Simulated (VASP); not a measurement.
Here is a VASP 6.6.1 calculation.

INCAR

```
SYSTEM = CoO
  PREC = Accurate
  ENCUT = 520
  EDIFF = 1E-7
  ISMEAR = -1
  SIGMA = 0.05
  LREAL = .False.
  LASPH = .True.
  NELM = 150
  ALGO = Normal
  ISIF = 2
  LWAVE = .False.
  LCHARG = .True.
  ISPIN = 2
  MAGMOM = 2 0
  LORBIT = 11
  LMAXMIX = 4
  GGA = PS
  LELF = .True.
  LVHAR = .True.
  NBANDS = 18
```

File KPOINTS:

```
regular mesh
0
Gamma
  11 11 11
  0 0 0
```

File POSCAR:

```
CoO
1.0
    1.5054695445      0.8691832468      2.4399269062
   -1.5054695445      0.8691832468      2.4399269062
    0.0000000000     -1.7383664936      2.4399269062
Co O
1 1
Direct
   -0.0031710000      0.0001870000      0.0063720000
    0.4702160000      0.5156830000      0.5098730000
```

Potentials or basis: VASP PAW PBE potentials, release 64 (Co, O).

The run is started by

```sh
$ cat potpaw_PBE.64/Co/POTCAR potpaw_PBE.64/O/POTCAR > POTCAR
$ mpirun -np 1 vasp_std > vasp.out
```

Q: Estimate the largest force.

A: 0.020 eV/Å.

Q: Estimate the net moment.

A: 2.92 μB per cell.

Q: Predict the site moments.

A: Co +2.55; O +0.31 μB.

Q: What does it give for the pressure?

A: -9.3 GPa.

Forces on the atoms (eV/Å):
```
Co  -0.019 -0.001 -0.002
O    0.019  0.001  0.002
```

Caveat: the cell differs from its parent crystal (atoms moved at random); the cell stands under tension; the PAW data sets were made with another functional, which shifts forces and pressure a little; a cell with one magnetic atom can't hold antiferromagnetic order, which such compounds often take.
